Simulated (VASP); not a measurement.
Set up this calculation in VASP 6.6.1, as the native input.

* Task: single point
* Functional: BLYP
* Potentials or basis: VASP PAW PBE potentials, release 64 (Co)
* Cutoff: 520 eV
* k mesh: 13 × 13 × 13
* Occupations: fermi-dirac, width 0.05 eV
* Spin: collinear spin, ferromagnetic start
* Starting moments: [-1.754, -1.754] μB
* Dipole correction: no
* Further INCAR settings: ALGO = Normal; EDIFF = 1e-07; NBANDS = 20

The structure of Co lies in POSCAR:

```
Co
1.0
    0.0000000000      2.2858466931      2.2858466931
    2.2858466931      0.0000000000      2.2858466931
    2.2858466931      2.2858466931      0.0000000000
Co
2
Direct
    0.0000000000      0.0000000000      0.0000000000
    0.5000000000      0.5000000000      0.5000000000
```

This isn't the form of Co at room conditions, which is hcp.

One way to write it, as run:

INCAR

```
PREC     = Accurate       # precision mode
ENCUT    = 520            # plane-wave cutoff, eV
EDIFF    = 1E-7           # SCF threshold, eV
ISMEAR   = -1             # smearing method
SIGMA    = 0.05           # smearing width, eV
LREAL    = False          # projectors in reciprocal space
LASPH    = True           # aspherical terms in the spheres
NELM     = 150            # most SCF steps
ALGO     = Normal         # electronic algorithm
ISIF     = 2              # what is computed and relaxed
LWAVE    = False          # write WAVECAR
LCHARG   = False          # write CHGCAR
ISPIN    = 2              # spin polarisation
MAGMOM   = -1.754 -1.754  # initial moments
LORBIT   = 11             # projections on sites
LMAXMIX  = 4              # l up to which the mixer works
GGA      = B5             # functional
ALDAX    = 1.0          
AGGAX    = 1.0          
AGGAC    = 1.0          
ALDAC    = 0.0          
NBANDS   = 20             # bands
```

KPOINTS

```
regular mesh
0
Gamma
  13 13 13
```

Potentials or basis: VASP PAW PBE potentials, release 64 (Co).

Run with:

```bash
$ cat potpaw_PBE.64/Co/POTCAR > POTCAR
$ mpirun -np 1 vasp_std > vasp.out
```

Results of the run:

The pressure is 16.4 GPa. The net moment is -3.23 μB per cell. The site moments are Co -1.61 μB and the valence electrons inside the program's atomic spheres are Co 8.32.

Caveat: the cell stands under pressure; the PAW data sets were made with another functional, which shifts forces and pressure a little.

Wall time 82 s on 1 thread of AMD EPYC 9R45 96-Core Processor (Zen 5), on a shared host, peak memory 0.15 GiB.
